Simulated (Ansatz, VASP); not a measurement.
# One calculation of BeTe, two programs

```xyz
2
Lattice="0.0000 2.8100 2.8100 2.8100 0.0000 2.8100 2.8100 2.8100 0.0000" Properties=species:S:1:pos:R:3 pbc="T T T"
Be    0.0000    0.0000    0.0000
Te    1.4050    1.4050    1.4050
```

Alike in both runs: task single point; functional r2SCAN; dispersion rVV10; k mesh 6 × 6 × 6; occupations gaussian, width 0.1 eV; no spin polarisation.

```csv
,VASP,Ansatz
version,VASP 6.6.1,Ansatz 0.2.0
potentials or method,"VASP PAW PBE potentials, release 64 (Be, Te), cutoff 660 eV","scalar-relativistic, plane waves, PAW"
valence electrons in the cell,8,18
```

Ansatz gave:

* gap on the k mesh at the Fermi level (eV): 2.27
* least direct gap on the mesh (eV): 4.01
* pressure (GPa): 0.6

Question: Estimate VASP's values.

Answer: gap on the k mesh at the Fermi level (eV): 2.26; least direct gap on the mesh (eV): 3.99; pressure (GPa): 0.9.

VASP's potentials were made for PBE, not for r2SCAN. VASP's potentials hold 8 valence electrons a cell and Ansatz's 18, so a difference there can come from the potentials and not from the codes.

Spin-orbit coupling is off throughout.
